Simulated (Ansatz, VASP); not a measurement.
# Cu12H in VASP and in Ansatz

```xyz
13
Lattice="5.0378 0.0000 0.0000 0.0000 5.0378 0.0000 0.0000 0.0000 20.6623" Properties=species:S:1:pos:R:3 pbc="T T T"
Cu    1.2595    1.2595    4.0000
Cu    1.2595    3.7784    4.0000
Cu    3.7784    1.2595    4.0000
Cu    3.7784    3.7784    4.0000
Cu    0.0000    0.0000    5.7811
Cu    0.0000    2.5189    5.7811
Cu    2.5189    0.0000    5.7811
Cu    2.5189    2.5189    5.7811
Cu    1.2595    1.2595    7.5623
Cu    1.2595    3.7784    7.5623
Cu    3.7784    1.2595    7.5623
Cu    3.7784    3.7784    7.5623
H     1.2595    1.2595   10.3623
```

Alike in both runs: task single point; functional PBE; dispersion D3(BJ); k mesh 5 × 5 × 1; occupations gaussian, width 0.1 eV; no spin polarisation.

|  | VASP | Ansatz |
| --- | --- | --- |
| version | VASP 6.6.1 | Ansatz 0.2.0 |
| potentials or method | VASP PAW PBE potentials, release 64 (Cu, H), cutoff 520 eV | scalar-relativistic, plane waves, PAW |
| valence electrons in the cell | 133 | 229 |

VASP gave:

```
gap on the k mesh at the Fermi level (eV) : none
rms of the force components (eV/Å)        : 0.254
```

Question: Estimate Ansatz's values.

Answer: gap on the k mesh at the Fermi level (eV): none; rms of the force components (eV/Å): 0.250.

Atom by atom the forces differ by 0.015 eV/Å (rms over components). A gap of «none» marks a metal or a gap that the smearing closes. VASP's potentials hold 133 valence electrons a cell and Ansatz's 229, so a difference there can come from the potentials and not from the codes.
